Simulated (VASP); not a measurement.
# P: electric field gradients with r2SCAN

Crystal: P.

```xyz
1
Lattice="4.2729 0.0000 0.0000 0.0000 4.2729 0.0000 0.0000 0.0000 4.3780" Properties=species:S:1:pos:R:3 pbc="T T T"
P     0.0000    0.0000    0.0000
```

* Program: VASP 6.6.1
* Task: electric field gradients
* Functional: r2SCAN
* Potentials or basis: VASP PAW PBE potentials, release 64 (P)
* Cutoff: 440 eV
* k mesh: 10 × 10 × 9
* Occupations: fermi-dirac, width 0.08 eV
* Spin: no spin polarisation
* Dipole correction: no
* Further INCAR settings: ALGO = Normal; EDIFF = 1e-08; NBANDS = 8

```
Pressure                                : -3.9 GPa
Band gap on the k mesh                  : zero (an odd number of electrons rules out a gap without spin polarisation)
Largest electric field gradient by atom : P -1.1 V/Å²
```

Stress tensor (GPa, compression positive):
```
-4.07  0.00  0.00
 0.00 -4.07  0.00
 0.00  0.00 -3.60
```

Levels at points of the mesh, in eV from the Fermi level:
```csv
k point,band 1,band 2,band 3,band 4,band 5
"(0.00, 0.00, 0.00)",-9.19,0.46,0.57,0.57,5.03
"(0.50, 0.00, 0.00)",-9.01,-0.87,0.62,0.73,7.11
"(0.50, 0.50, 0.00)",-8.84,-0.56,-0.56,0.76,6.17
```

Electric field gradients, principal values (V/Å²):
| atom | least | middle | greatest (by size) |
| --- | --- | --- | --- |
| 1 P | 0.569 | 0.569 | -1.138 |

Wall time 4.9 min on 1 thread of Intel Xeon 8259CL (shared host), peak memory 0.19 GiB.

Caveat: the cell stands under tension; without QUAD_EFG the Cq values of the log hold for a quadrupole moment of 1 mb, not for the nuclei; the PAW data sets were made with another functional, which shifts forces and pressure a little.
